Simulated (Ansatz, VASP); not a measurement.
**One calculation of CaS, two programs**

File INCAR:

```
SYSTEM = CaS
PREC = Accurate
ENCUT = 500
EDIFF = 1E-6
ISMEAR = -1
SIGMA = 0.2585199978643553
LREAL = .FALSE.
LASPH = .TRUE.
NELM = 120
ALGO = Normal
ISIF = 2
LWAVE = .FALSE.
LCHARG = .TRUE.
GGA = PE
LELF = .TRUE.
LVHAR = .TRUE.
NBANDS = 15
GGA_COMPAT = .FALSE.
```

KPOINTS

```
regular mesh
0
G
  4 4 4
  0 0 0
```

File POSCAR:

```
CaS
1.0
    0.0000000000      2.8523742917      2.8523742917
    2.8523742917      0.0000000000      2.8523742917
    2.8523742917      2.8523742917      0.0000000000
Ca S
1 1
Direct
    0.0000000000      0.0000000000      0.0000000000
    0.5000000000      0.5000000000      0.5000000000
```

Input for Ansatz:

```yaml
crystal:
  lattice:
    - [0.0, 2.8523742917, 2.8523742917]
    - [2.8523742917, 0.0, 2.8523742917]
    - [2.8523742917, 2.8523742917, 0.0]
  atoms:
    - { symbol: Ca, position: [0.0, 0.0, 0.0] }
    - { symbol: S, position: [0.5, 0.5, 0.5] }
basis:
  ecutwfc: 420
kpoints:
  mp_grid: { grid: [4, 4, 4] }
hamiltonian:
  xc: pbe
scf:
  occupations: { method: fermi_dirac, width: "3000 K" }
output:
  forces: true
  stress: true
  eigenvalues: true
```

Alike in both runs: task single point; functional PBE; k mesh 4 × 4 × 4; no spin polarisation.

|  | VASP | Ansatz |
| --- | --- | --- |
| version | VASP 6.6.1 | Ansatz 0.2.0 |
| potentials or method | VASP PAW PBE potentials, release 64 (Ca_sv, S), cutoff 500 eV | scalar-relativistic, plane waves, PAW |
| occupations | fermi-dirac, width 0.25852 eV | fermi-dirac |
| valence electrons in the cell | 16 | 16 |

```tsv
	VASP	Ansatz	Ansatz less VASP
gap on the k mesh at the Fermi level (eV)	2.36	2.37	+0.005
least direct gap on the mesh (eV)	3.17	3.17	+0.005
pressure (GPa)	0.5	0.3	-0.15
```

The k mesh is coarse, so the values compare programs but aren't converged.
